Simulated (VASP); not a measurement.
The system is Sn.

```
CELL_PARAMETERS angstrom
0.00000 3.23808 3.23808
3.23808 0.00000 3.23808
3.23808 3.23808 0.00000
ATOMIC_POSITIONS crystal
Sn 0.50000 0.50000 0.50000
Sn 0.75000 0.75000 0.75000
```

Base run:

* Program: VASP 6.6.1
* Functional: LDA
* Potentials or basis: VASP PAW LDA potentials, release 64 (Sn_d)
* Cutoff: 520 eV
* k mesh: 9 × 9 × 9
* Occupations: fermi-dirac, width 0.6 eV
* Spin: no spin polarisation

Its results: band gap on the k mesh zero (band 14 reaches 5.48 eV, above the bottom of band 15 at 5.34 eV); pressure 1.5 GPa.

Q: The run is repeated on the same cell with these changes: occupations from fermi-dirac, width 0.6 eV to gaussian, width 0.03 eV. What comes out?

A: Band gap on the k mesh zero (band 14 reaches 5.52 eV, above the bottom of band 15 at 5.36 eV); pressure -0.1 GPa.

Caveats: spin-orbit coupling is left out, which moves the levels of the heavy elements.
